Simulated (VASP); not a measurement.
Write the native input for VASP 6.6.1 that does the following.

- Task: single point
- Functional: PBE
- Potentials or basis: VASP PAW PBE potentials, release 64 (Sb)
- Cutoff: 520 eV
- k mesh: 14 × 14 × 4
- Occupations: fermi-dirac, width 0.1 eV
- Spin: no spin polarisation
- Dipole correction: no
- Further INCAR settings: ALGO = Normal; EDIFF = 1e-07; NBANDS = 18

The structure of Sb lies in POSCAR:

```
Sb
1.0
    3.2036350378      0.0000000000      0.0000000000
   -1.6018175189      2.7744293272      0.0000000000
    0.0000000000      0.0000000000     10.8666558856
Sb
4
Direct
    1.0000000000      1.0000000000      1.0000000000
    1.0000000000      1.0000000000      0.5000000000
    0.3333333333      0.6666666667      0.2500000000
    0.6666666667      0.3333333333      0.7500000000
```

This isn't the form of Sb at room conditions, which is rhombohedral.

These files were run (other wordings do the same):

INCAR

```
ALGO = Normal ; EDIFF = 1E-7
ENCUT = 520 ; GGA = PE
ISIF = 2 ; ISMEAR = -1
LASPH = T ; LCHARG = F
LREAL = F ; LWAVE = F
NBANDS = 18 ; NELM = 80
PREC = Accurate ; SIGMA = 0.1
```

KPOINTS

```
k-points
0
Gamma
  14 14 4
```

Potentials or basis: VASP PAW PBE potentials, release 64 (Sb).

The run is started by

```console
$ cat potpaw_PBE.64/Sb/POTCAR > POTCAR
$ mpirun -np 1 vasp_std > vasp.out
```

It gave:

```yaml
Pressure: 10.1 GPa
Band_gap_on_the_k_mesh: zero (bands 10 and 11 overlap by 7.97 eV)
```

Caveat: the cell stands under pressure; spin-orbit coupling is left out, which moves the levels of the heavy elements.

Run time: 2.2 min on 1 thread of Intel Xeon 8259CL (shared host), peak memory 0.26 GiB.
